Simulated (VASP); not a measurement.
Runs of VASP 6.6.1 on Au. The structure is that of space group P6_3/mmc (No. 194), or close to it. The cells are those of the table. 

| cell | gap on the mesh (eV) | pressure (GPa) |
| --- | --- | --- |
| a = 2.975, b = 2.975, c = 5.007 Å, angles 90.0, 90.0, 120.0°, 2 atoms | none | -14.8 |
| a = 2.900, b = 2.900, c = 4.880 Å, angles 90.0, 90.0, 120.0°, 2 atoms | none | (a) |
| a = 2.874, b = 2.874, c = 4.836 Å, angles 90.0, 90.0, 120.0°, 2 atoms | none | -2.9 |
| a = 2.821, b = 2.821, c = 4.746 Å, angles 90.0, 90.0, 120.0°, 2 atoms | none | (b) |
| a = 2.951, b = 2.951, c = 4.965 Å, angles 90.0, 90.0, 120.0°, 2 atoms | none | -12.7 |
| a = 2.926, b = 2.926, c = 4.923 Å, angles 90.0, 90.0, 120.0°, 2 atoms | none | -10.0 |
| a = 2.847, b = 2.848, c = 4.792 Å, angles 90.0, 90.0, 120.0°, 2 atoms | none | 1.8 |

Alike in all rows: task single point; level PBEsol; potentials or basis VASP PAW PBE potentials, release 64 (Au); no spin polarisation; k mesh 13 × 13 × 7; cutoff (eV) 520; smearing fermi-dirac 0.1 eV.

Task: Fill in the values left out.

Result: (a) -6.8; (b) 7.6.

Caveats: the PAW data sets were made with another functional, which shifts forces and pressure a little; spin-orbit coupling is left out, which moves the levels of the heavy elements.

A k mesh can miss the band edges, and the runs leave out spin-orbit coupling on Au.

A gap of «none» marks levels without a gap at the run's occupations.
